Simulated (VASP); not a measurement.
Write the native input for VASP 6.6.1 that does the following.

```
Task                   : relaxation of the atoms
Functional             : PBEsol
Potentials or basis    : VASP PAW PBE potentials, release 64 (C)
Cutoff                 : 520 eV
k mesh                 : 15 × 15 × 1
Occupations            : gaussian, width 0.1 eV
Spin                   : no spin polarisation
Dipole correction      : yes
Further INCAR settings : ALGO = Normal; EDIFF = 1e-07; IBRION = 2; EDIFFG = -0.02; NSW = 80
```

The structure of C lies in POSCAR:

```
C
1.0
    2.4588140218      0.0000000000      0.0000000000
   -1.2294070109      2.1293954061      0.0000000000
    0.0000000000      0.0000000000     23.5228814217
C
4
Direct
    0.3333333333      0.6666666667      0.3188384903
    0.6666666667      0.3333333333      0.3188384903
    0.3333333333      0.6666666667      0.6811615097
    0.6666666667      0.3333333333      0.6811615097
```

One way to write it, as run:

INCAR

```
SYSTEM = C
  ALGO = Normal
  DIPOL = 0.5 0.5 0.500
  EDIFF = 1E-7
  EDIFFG = -0.02
  ENCUT = 520
  GGA = PS
  IBRION = 2
  IDIPOL = 3
  ISIF = 2
  ISMEAR = 0
  LASPH = .True.
  LCHARG = .False.
  LDIPOL = .True.
  LREAL = .False.
  LWAVE = .False.
  NELM = 80
  NSW = 80
  PREC = Accurate
  SIGMA = 0.1
```

KPOINTS

```
k-points
0
Gamma
  15 15 1
  0 0 0
```

Potentials or basis: VASP PAW PBE potentials, release 64 (C).

The run is started by

```bash
$ cat potpaw_PBE.64/C/POTCAR > POTCAR
$ mpirun -np 1 vasp_std > vasp.out
```

Results of the run:

The band gap on the k mesh is zero (filled and empty bands touch).

Caveat: the relaxation stopped at its first step, so nothing moved.

Wall time 73 s on 1 thread of Intel Xeon 8259CL (shared host), peak memory 0.23 GiB.
